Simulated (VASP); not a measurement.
# InP (Fm-3m) in VASP: notebook

Runs on InP. Level: PBE. Tasks: single point, relaxation of the atoms.

All numbers are computed with VASP 6.6.1; they aren't measurements. Logs are shortened: lines on timing, memory, paths and dates and some standing lists are left out, and cuts for length are marked.

## Step 1: The cell of the first run

Symmetry: Fm-3m, No. 225, cubic system. The conventional cell has a = 5.710 Å, b = 5.710 Å, c = 5.710 Å, α = 90.00°, β = 90.00°, γ = 90.00°. Within 3.8 Å of In (site symmetry m-3m) lie 6 P at 2.85 Å. P (site symmetry m-3m) has 6 In at 2.85 Å within 3.8 Å.

## Step 2: Single point, PBE

The input, INCAR:

```
PREC = Accurate
ENCUT = 520
EDIFF = 1E-6
ISMEAR = -1
SIGMA = 0.02
LREAL = False
LASPH = True
NELM = 60
ALGO = Normal
ISIF = 2
LWAVE = False
LCHARG = True
GGA = PE
LELF = True
LVHAR = True
NBANDS = 16
```

The input, KPOINTS:

```
Automatic mesh
0
Gamma
  6 6 6
```

The input, POSCAR:

```
InP
1.0
    0.0000000000      2.8550000000      2.8550000000
    2.8550000000      0.0000000000      2.8550000000
    2.8550000000      2.8550000000      0.0000000000
In P
1 1
Direct
    0.0000000000      0.0000000000      0.0000000000
    0.5000000000      0.5000000000      0.5000000000
```

Potentials or basis: VASP PAW PBE potentials, release 64 (In_d, P).

The run is started by

```sh
$ cat potpaw_PBE.64/In_d/POTCAR potpaw_PBE.64/P/POTCAR > POTCAR
$ mpirun -np 1 vasp_std > vasp.out
```

OUTCAR:

```text
PREC = Accurate
   ENCUT = 520
   EDIFF = 1E-6
   ISMEAR = -1
   LREAL = False
   LASPH = True
   NELM = 60
   ISIF = 2
   GGA = PE

 ion  position               nearest neighbor table
   1  0.000  0.000  0.000-   2 2.85   2 2.85   2 2.85   2 2.85   2 2.85   2 2.85
   2  0.500  0.500  0.500-   1 2.85   1 2.85   1 2.85   1 2.85   1 2.85   1 2.85

  LATTYP: Found a face centered cubic cell.
 ALAT       =     5.7100000000

  Lattice vectors:

 A1 = (   0.0000000000,   2.8550000000,   2.8550000000)
 A2 = (   2.8550000000,   0.0000000000,   2.8550000000)
 A3 = (   2.8550000000,   2.8550000000,   0.0000000000)

Analysis of symmetry for initial positions (statically):
=====================================================================
 Subroutine PRICEL returns:
 Original cell was already a primitive cell.

 Routine SETGRP: Setting up the symmetry group for a
 face centered cubic supercell.

 Subroutine GETGRP returns: Found 48 space group operations
 (whereof 48 operations were pure point group operations)
 out of a pool of 48 trial point group operations.

The static configuration has the point symmetry O_h .

Analysis of symmetry for dynamics (positions and initial velocities):
=====================================================================
 Subroutine PRICEL returns:
 Original cell was already a primitive cell.

 Routine SETGRP: Setting up the symmetry group for a
 face centered cubic supercell.

 Subroutine GETGRP returns: Found 48 space group operations
 (whereof 48 operations were pure point group operations)
 out of a pool of 48 trial point group operations.

The dynamic configuration has the point symmetry O_h .

 Subroutine INISYM returns: Found 48 space group operations
 (whereof 48 operations are pure point group operations),
 and found     1 'primitive' translations

----------------------------------------------------------------------------------------

                                     Primitive cell

  volume of cell :      46.5424

  direct lattice vectors                    reciprocal lattice vectors
     0.000000000  2.855000000  2.855000000    -0.175131349  0.175131349  0.175131349
     2.855000000  0.000000000  2.855000000     0.175131349 -0.175131349  0.175131349
     2.855000000  2.855000000  0.000000000     0.175131349  0.175131349 -0.175131349

  length of vectors
     4.037579721  4.037579721  4.037579721     0.303336394  0.303336394  0.303336394

  position of ions in fractional coordinates (direct lattice)
     0.000000000  0.000000000  0.000000000
     0.500000000  0.500000000  0.500000000

  ion indices of the primitive-cell ions
   primitive index   ion index
                 1           1
                 2           2

----------------------------------------------------------------------------------------

 KPOINTS: Automatic mesh

Automatic generation of k-mesh.
 Grid dimensions read from file:
 generate k-points for:    6    6    6

 Generating k-lattice:

  Cartesian coordinates                     Fractional coordinates (reciprocal lattice)
    -0.029188558  0.029188558  0.029188558     0.166666667  0.000000000  0.000000000
     0.029188558 -0.029188558  0.029188558     0.000000000  0.166666667  0.000000000
     0.029188558  0.029188558 -0.029188558     0.000000000  0.000000000  0.166666667

  Length of vectors
     0.050556066  0.050556066  0.050556066

  Shift w.r.t. Gamma in fractional coordinates (k-lattice)
     0.000000000  0.000000000  0.000000000

 Subroutine IBZKPT returns following result:
 ===========================================

 Found     16 irreducible k-points:

 Following reciprocal coordinates:
            Coordinates               Weight
  0.000000  0.000000  0.000000      1.000000
  0.166667  0.000000  0.000000      8.000000
  0.333333  0.000000  0.000000      8.000000
  0.500000  0.000000  0.000000      4.000000
  0.166667  0.166667  0.000000      6.000000
  0.333333  0.166667  0.000000     24.000000
[... 8 lines left out ...]
 -0.333333  0.333333  0.166667     24.000000
 -0.333333  0.500000  0.166667     12.000000
   k-points           NKPTS =     16   k-points in BZ     NKDIM =     16   number of bands    NBANDS=     16
   number of dos      NEDOS =    301   number of ions     NIONS =      2
   total plane-waves  NPLWV =  27000
   dimension x,y,z NGX =    30 NGY =   30 NGZ =   30
   dimension x,y,z NGXF=    60 NGYF=   60 NGZF=   60
   ions per type =               1   1
   NGX,Y,Z   is equivalent  to a cutoff of  12.35, 12.35, 12.35 a.u.
   NGXF,Y,Z  is equivalent  to a cutoff of  24.70, 24.70, 24.70 a.u.
 SYSTEM =  unknown system
   PREC   = accura    normal or accurate (medium, high low for compatibility)
   ISTART =      0    job   : 0-new  1-cont  2-samecut
   ICHARG =      2    charge: 1-file 2-atom 10-const
   ISPIN  =      1    spin polarized calculation?
   LNONCOLLINEAR =      F non collinear calculations
   LSORBIT =      F    spin-orbit coupling
   LASPH  =      T    aspherical Exc in radial PAW
   ENCUT  =  520.0 eV  38.22 Ry    6.18 a.u.   7.51  7.51  7.51*2*pi/ulx,y,z
   NELM   =     60;   NELMIN=  2; NELMDL= -5     # of ELM steps
   EDIFF  = 0.1E-05   stopping-criterion for ELM
   LREAL  =      F    real-space projection
   EDIFFG = 0.1E-04   stopping-criterion for IOM
   NSW    =      0    number of steps for IOM
   IBRION =     -1    ionic relax: 0-MD 1-quasi-New 2-CG
   NFREE  =      0    steps in history (QN), initial steepest desc. (CG)
   ISIF   =      2    stress and relaxation
   ISYM   =      2    0-nonsym 1-usesym 2-fastsym
   POTIM  = 0.5000    time-step for ionic-motion
   TEBEG  =    0.0;   TEEND  =   0.0 temperature during run
   PSTRESS=    0.0 pullay stress
   NELECT =      18.0000    total number of electrons
   NUPDOWN=      -1.0000    fix difference up-down
   EMIN   =  10.00;   EMAX   =-10.00  energy-range for DOS
   EFERMI =   0.00;   METHOD = LEGACY
   ISMEAR =    -1;   SIGMA  =   0.02  broadening in eV -4-tet -1-fermi 0-gaus
   EFERMI_NEDOS =   21; number of points for ismear=-14 and -15
   IALGO  =     38    algorithm
   IMIX   =      4    mixing-type and parameters
     AMIX     =   0.40;   BMIX     =  1.00
     AMIX_MAG =   1.60;   BMIX_MAG =  1.00
  volume/ion in A,a.u.               =      23.27       157.04
  Fermi-wavevector in a.u.,A,eV,Ry     =   1.192750  2.253971 19.356375  1.422653
  Thomas-Fermi vector in A             =   2.328781
   LORBIT       =      0    0 simple, 1 ext, 2 COOP (PROOUT), +10 PAW based schemes
   GGA     = PE    functional components
   LHFCALC =     F    Hartree Fock is set to
   AEXX    =    0.0000 exact exchange contribution
   IVDW    =     0    specifies the selected vdW correction
   LEPSILON=     F    determine dielectric tensor
   LRPA    =     F    only Hartree local field effects (RPA)
 non-spin polarized calculation
  energy-cutoff  :      520.00
  volume of cell :       46.54
 maximum number of plane-waves:      1272
   NGX = 15   NGY = 15   NGZ = 15

 number of electron      17.9999993 magnetization

 Free energy of the ion-electron system (eV)
  ---------------------------------------------------
  ext. energy  EPLUGINS =         0.00000000
  ---------------------------------------------------
  free energy    TOTEN  =        -7.85826474 eV

  energy without entropy =       -7.85389219  energy(sigma->0) =       -7.85607847

 E-fermi :   5.9292     XC(G=0):  -9.9764

 val. band max:        5.9032276905   @ k =  -0.3333   0.1667   0.0000
 cond. band min:       5.9334482615   @ k =   0.3333   0.0000   0.0000
 fundamental gap:      0.0302205710
 Fermi energy:         5.9291748876

 k-point     1 :       0.0000    0.0000    0.0000
  band No.  band energies     occupation
      1      -8.1204      2.00000
      2      -8.1204      2.00000
      3      -8.1057      2.00000
      4      -8.1057      2.00000
      5      -8.1057      2.00000
      6      -5.4197      2.00000
[... 8 lines left out ...]
     15      13.8968      0.00000
     16      13.8968      0.00000

 k-point     2 :       0.1667    0.0000    0.0000
  band No.  band energies     occupation
      1      -8.1302      2.00000
      2      -8.1302      2.00000
      3      -8.1057      2.00000
      4      -8.0920      2.00000
      5      -8.0920      2.00000
      6      -5.1154      2.00000
[... 8 lines left out ...]
     15      13.8484      0.00000
     16      13.9338      0.00000

 k-point     3 :       0.3333    0.0000    0.0000
  band No.  band energies     occupation
      1      -8.1529      2.00000
      2      -8.1529      2.00000
      3      -8.1077      2.00000
      4      -8.0612      2.00000
      5      -8.0612      2.00000
      6      -4.2999      2.00000
[... 8 lines left out ...]
     15      15.4577      0.00000
     16      15.4577      0.00000

 k-point     4 :       0.5000    0.0000    0.0000
  band No.  band energies     occupation
      1      -8.1643      2.00000
      2      -8.1643      2.00000
      3      -8.1094      2.00000
      4      -8.0455      2.00000
      5      -8.0455      2.00000
      6      -3.6518      2.00000
[... 8 lines left out ...]
     15      17.0450      0.00000
     16      17.0450      0.00000

 k-point     5 :       0.1667    0.1667    0.0000
  band No.  band energies     occupation
      1      -8.1564      2.00000
      2      -8.1153      2.00000
      3      -8.1117      2.00000
      4      -8.0862      2.00000
      5      -8.0862      2.00000
      6      -5.0005      2.00000
[... 8 lines left out ...]
     15      15.8116      0.00000
     16      15.8117      0.00000

 k-point     6 :       0.3333    0.1667    0.0000
  band No.  band energies     occupation
      1      -8.1941      2.00000
      2      -8.1219      2.00000
      3      -8.1152      2.00000
      4      -8.0695      2.00000
      5      -8.0573      2.00000
      6      -4.3196      2.00000
[... 8 lines left out ...]
     15      16.4262      0.00000
     16      16.4888      0.00000

 k-point     7 :       0.5000    0.1667    0.0000
  band No.  band energies     occupation
      1      -8.2057      2.00000
      2      -8.1431      2.00000
      3      -8.1027      2.00000
      4      -8.0615      2.00000
      5      -8.0418      2.00000
      6      -3.4874      2.00000
[... 8 lines left out ...]
     15      17.3117      0.00000
     16      17.9602      0.00000

 k-point     8 :      -0.3333    0.1667    0.0000
  band No.  band energies     occupation
      1      -8.1824      2.00000
      2      -8.1524      2.00000
      3      -8.0973      2.00000
      4      -8.0617      2.00000
      5      -8.0571      2.00000
      6      -3.7367      2.00000
[... 8 lines left out ...]
     15      15.6111      0.00000
     16      17.5741      0.00000

 k-point     9 :      -0.1667    0.1667    0.0000
  band No.  band energies     occupation
      1      -8.1453      2.00000
      2      -8.1450      2.00000
      3      -8.1040      2.00000
      4      -8.0830      2.00000
      5      -8.0711      2.00000
      6      -4.6203      2.00000
[... 8 lines left out ...]
     15      15.4325      0.00000
     16      16.2409      0.00000

 k-point    10 :       0.3333    0.3333    0.0000
  band No.  band energies     occupation
      1      -8.2709      2.00000
      2      -8.1345      2.00000
      3      -8.0943      2.00000
      4      -8.0448      2.00000
      5      -8.0448      2.00000
      6      -3.7987      2.00000
[... 8 lines left out ...]
     15      16.9534      0.00000
     16      18.7711      0.00000

 k-point    11 :       0.5000    0.3333    0.0000
  band No.  band energies     occupation
      1      -8.2967      2.00000
      2      -8.1279      2.00000
      3      -8.1030      2.00000
      4      -8.0402      2.00000
      5      -8.0313      2.00000
      6      -3.0764      2.00000
[... 8 lines left out ...]
     15      18.1097      0.00000
     16      19.0324      0.00000

 k-point    12 :      -0.3333    0.3333    0.0000
  band No.  band energies     occupation
      1      -8.2522      2.00000
      2      -8.1282      2.00000
      3      -8.0966      2.00000
      4      -8.0637      2.00000
      5      -8.0416      2.00000
      6      -3.0274      2.00000
[... 8 lines left out ...]
     15      16.1737      0.00000
     16      18.3621      0.00000

 k-point    13 :       0.5000    0.5000    0.0000
  band No.  band energies     occupation
      1      -8.3423      2.00000
      2      -8.1442      2.00000
      3      -8.0856      2.00000
      4      -8.0228      2.00000
      5      -8.0228      2.00000
      6      -2.8026      2.00000
[... 8 lines left out ...]
     15      17.8325      0.00000
     16      19.0359      0.00000

 k-point    14 :       0.5000    0.3333    0.1667
  band No.  band energies     occupation
      1      -8.2361      2.00000
      2      -8.1252      2.00000
      3      -8.1103      2.00000
      4      -8.0577      2.00000
      5      -8.0455      2.00000
      6      -3.5612      2.00000
[... 8 lines left out ...]
     15      17.6938      0.00000
     16      18.0456      0.00000

 k-point    15 :      -0.3333    0.3333    0.1667
  band No.  band energies     occupation
      1      -8.2505      2.00000
      2      -8.1322      2.00000
      3      -8.0877      2.00000
      4      -8.0785      2.00000
      5      -8.0334      2.00000
      6      -3.0251      2.00000
[... 8 lines left out ...]
     15      15.8800      0.00000
     16      18.6110      0.00000

 k-point    16 :      -0.3333    0.5000    0.1667
  band No.  band energies     occupation
      1      -8.2980      2.00000
      2      -8.1159      2.00000
      3      -8.1106      2.00000
      4      -8.0554      2.00000
      5      -8.0228      2.00000
      6      -2.7775      2.00000
[... 8 lines left out ...]
     15      17.5134      0.00000
     16      19.0430      0.00000

------------------------ aborting loop because EDIFF is reached ----------------------------------------

  FORCE on cell =-STRESS in cart. coord.  units (eV):
  Direction    XX          YY          ZZ          XY          YZ          ZX
  --------------------------------------------------------------------------------------
  -------------------------------------------------------------------------------------
  Total       -1.4825166     -1.4825166     -1.4825166      0.0000000      0.0000000      0.0000000
  in kB      -51.0342579    -51.0342579    -51.0342579      0.0000000      0.0000000      0.0000000
  external PRESSURE =     -51.0342579 kB  Pullay stress =       0.0000000 kB

 VOLUME and BASIS-vectors are now :
 -----------------------------------------------------------------------------
  energy-cutoff  :      520.00
  volume of cell :       46.54
      direct lattice vectors                 reciprocal lattice vectors
     0.000000000  2.855000000  2.855000000    -0.175131349  0.175131349  0.175131349
     2.855000000  0.000000000  2.855000000     0.175131349 -0.175131349  0.175131349
     2.855000000  2.855000000  0.000000000     0.175131349  0.175131349 -0.175131349

 POSITION                                       TOTAL-FORCE (eV/Angst)
 -----------------------------------------------------------------------------------
      0.00000      0.00000      0.00000        -0.000000      0.000000      0.000000
      2.85500      2.85500      2.85500         0.000000     -0.000000     -0.000000
 -----------------------------------------------------------------------------------
    total drift:                               -0.000000      0.000000      0.000000

  FREE ENERGIE OF THE ION-ELECTRON SYSTEM (eV)
  ---------------------------------------------------
  free  energy   TOTEN  =        -7.8582647376 eV

  energy  without entropy=       -7.8538921944  energy(sigma->0) =       -7.85607847
```

It took 12 s on 1 thread of Intel Xeon 6975P-C, shared host; peak memory 0.17 GiB.

Results:

| Quantity | Value |
| --- | --- |
| Free energy | -7.8583 eV |
| Pressure | -5.1 GPa |
| Band gap on the k mesh | zero (band 9 reaches 6.22 eV, above the bottom of band 10 at 3.91 eV) |

Caveat: spin-orbit coupling is left out, which moves the levels of the heavy elements.

## Step 3: Relaxation of the atoms, PBE

The input, INCAR:

```
SYSTEM = InP
PREC = Accurate ; ENCUT = 520
EDIFF = 1E-6 ; ISMEAR = -1
SIGMA = 0.02 ; LREAL = .False.
LASPH = .True. ; NELM = 100
ALGO = Normal ; ISIF = 2
LWAVE = .False. ; LCHARG = .False.
GGA = PE ; IBRION = 2
NSW = 80 ; EDIFFG = -0.02
```

The input, KPOINTS:

```
Automatic mesh
0
Gamma
  6 6 6
  0 0 0
```

POSCAR is that of step 2.

Potentials or basis: VASP PAW PBE potentials, release 64 (In_d, P).

The run is started by

```sh
$ cat potpaw_PBE.64/In_d/POTCAR potpaw_PBE.64/P/POTCAR > POTCAR
$ mpirun -np 1 vasp_std > vasp.out
```

Run time: 7.2 s. Hardware: 1 thread of Intel Xeon 6975P-C, shared host; peak memory 0.17 GiB.

Results (log left out):

| Quantity | Value |
| --- | --- |
| Free energy | -7.8583 eV |
| Pressure after relaxing | -5.1 GPa |
| Band gap on the k mesh | zero (band 9 reaches 6.22 eV, above the bottom of band 10 at 3.91 eV) |

Final structure:
```xyz
2
Lattice="0.0000 2.8550 2.8550 2.8550 0.0000 2.8550 2.8550 2.8550 0.0000" Properties=species:S:1:pos:R:3 pbc="T T T"
In    0.0000    0.0000    0.0000
P     2.8550    2.8550    2.8550
```

Levels at points of the mesh, in eV from the Fermi level:
| k point | band 6 | band 7 | band 8 | band 9 | band 10 | band 11 | band 12 | band 13 |
| --- | --- | --- | --- | --- | --- | --- | --- | --- |
| (0.00, 0.00, 0.00) | -11.35 | -0.21 | -0.21 | -0.21 | -0.14 | 7.11 | 7.11 | 7.11 |
| (0.50, 0.00, 0.00) | -9.58 | -6.12 | 0.14 | 0.14 | 2.46 | 3.46 | 3.46 | 4.54 |
| (0.50, 0.50, 0.00) | -8.73 | -4.37 | -2.55 | -2.02 | -2.02 | 4.06 | 9.14 | 9.14 |

Caveat: the relaxation stopped at its first step, so nothing moved; spin-orbit coupling is left out, which moves the levels of the heavy elements.
